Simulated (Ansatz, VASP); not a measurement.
TiAl3 in VASP and in Ansatz

INCAR

```
  ALGO = Fast
  EDIFF = 1E-6
  ENCUT = 520
  GGA = PE
  ISIF = 2
  ISMEAR = 0
  LASPH = True
  LCHARG = False
  LREAL = False
  LWAVE = False
  NBANDS = 18
  NELM = 60
  PREC = Accurate
  SIGMA = 0.1
```

KPOINTS

```
k-points
0
Gamma
  6 6 4
```

File POSCAR:

```
TiAl3
1.0
    3.7359286800      0.0000000000      0.0000000000
    0.0000000000      3.7359286800      0.0000000000
    0.0000000000      0.0000000000      4.7026464000
Ti Al
1 3
Direct
    0.5000000000      0.5000000000      0.9438219900
    0.5000000000      0.0000000000      0.3454438800
    0.0000000000      0.5000000000      0.3454438800
    0.5000000000      0.5000000000      0.4639863900
```

Input for Ansatz:

```yaml
crystal:
  lattice:
    - [3.73592868, 0.0, 0.0]
    - [0.0, 3.73592868, 0.0]
    - [0.0, 0.0, 4.7026464]
  atoms:
    - { symbol: Ti, position: [0.5, 0.5, 0.94382199] }
    - { symbol: Al, position: [0.5, 0.0, 0.34544388] }
    - { symbol: Al, position: [0.0, 0.5, 0.34544388] }
    - { symbol: Al, position: [0.5, 0.5, 0.46398639] }
basis:
  ecutwfc: 420
kpoints:
  mp_grid: { grid: [6, 6, 4] }
hamiltonian:
  xc: pbe
scf:
  occupations: { method: gaussian, width: 0.1 }
  lower_state_search: "off"
output:
  forces: true
  stress: true
  eigenvalues: true
```

Alike in both runs: task single point; functional PBE; k mesh 6 × 6 × 4; occupations gaussian, width 0.1 eV; no spin polarisation.

|  | VASP | Ansatz |
| --- | --- | --- |
| version | VASP 6.6.1 | Ansatz 0.2.0 |
| potentials or method | VASP PAW PBE potentials, release 64 (Ti_sv, Al), cutoff 520 eV | scalar-relativistic, plane waves, PAW |
| valence electrons in the cell | 21 | 21 |

|  | VASP | Ansatz | Ansatz less VASP |
| --- | --- | --- | --- |
| gap on the k mesh at the Fermi level (eV) | none | none | - |
| rms of the force components (eV/Å) | 2.619 | 2.593 | -0.0266 |

Atom by atom the forces differ by 0.027 eV/Å (rms over components). A gap of «none» marks a metal or a gap that the smearing closes.
